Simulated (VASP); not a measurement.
A run of VASP 6.6.1:

INCAR

```
  PREC = Accurate
  ENCUT = 600
  EDIFF = 1E-7
  ISMEAR = 0
  SIGMA = 0.1
  LREAL = F
  LASPH = T
  NELM = 100
  ALGO = Normal
  ISIF = 3
  LWAVE = F
  LCHARG = F
  GGA = PE
  IBRION = 2
  NSW = 100
  EDIFFG = -0.01
```

File KPOINTS:

```
regular mesh
0
Gamma
  14 14 8
```

Contents of POSCAR:

```
LuGeO
1.0
    3.1188984092      0.0000000000      0.0000000000
    0.0000000000      3.1188984092      0.0000000000
    0.0000000000      0.0000000000      6.0074102402
Lu Ge O
1 1 1
Direct
    0.5000000000      0.5000000000      0.5000000000
    0.5000000000      0.5000000000      0.0000000000
    0.0000000000      0.0000000000      0.5000000000
```

Potentials or basis: VASP PAW PBE potentials, release 64 (Lu, Ge_d, O).

Run with:

```sh
$ cat potpaw_PBE.64/Lu/POTCAR potpaw_PBE.64/Ge_d/POTCAR potpaw_PBE.64/O/POTCAR > POTCAR
$ mpirun -np 1 vasp_std > vasp.out
```

Hardware: 1 thread of Intel(R) Xeon(R) 6975P-C (Granite Rapids), with other jobs on the host.

Problem. Estimate the wall time of this run.

Solution. Wall time 11 min on 1 thread of Intel(R) Xeon(R) 6975P-C (Granite Rapids) (shared host), peak memory 0.5 GiB. Counts: scf iterations 53, k points 180, ion steps 5.
